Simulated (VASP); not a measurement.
Input of a VASP 6.6.1 run:

Contents of INCAR:

```
  ALGO = Normal
  EDIFF = 1E-7
  ENCUT = 520
  GGA = PS
  ISIF = 2
  ISMEAR = -1
  LASPH = True
  LCHARG = False
  LREAL = False
  LWAVE = False
  NBANDS = 16
  NELM = 80
  PREC = Accurate
  SIGMA = 0.08
```

The input KPOINTS:

```
k-points
0
Gamma
  16 16 16
```

POSCAR

```
AlRu
1.0
    2.9722521404      0.0000000000      0.0000000000
    0.0000000000      2.9722521404      0.0000000000
    0.0000000000      0.0000000000      2.9722521404
Al Ru
1 1
Direct
    0.0000000000      0.0000000000      0.0000000000
    0.5000000000      0.5000000000      0.5000000000
```

Potentials or basis: VASP PAW PBE potentials, release 64 (Al, Ru_pv).

Launch:

```bash
$ cat potpaw_PBE.64/Al/POTCAR potpaw_PBE.64/Ru_pv/POTCAR > POTCAR
$ mpirun -np 1 vasp_std > vasp.out
```

(1) Estimate the band gap on the k mesh.

(2) Predict the pressure.

Answers

(1) zero (an odd number of electrons rules out a gap without spin polarisation).

(2) 1.1 GPa.

Caveat: the PAW data sets were made with another functional, which shifts forces and pressure a little.
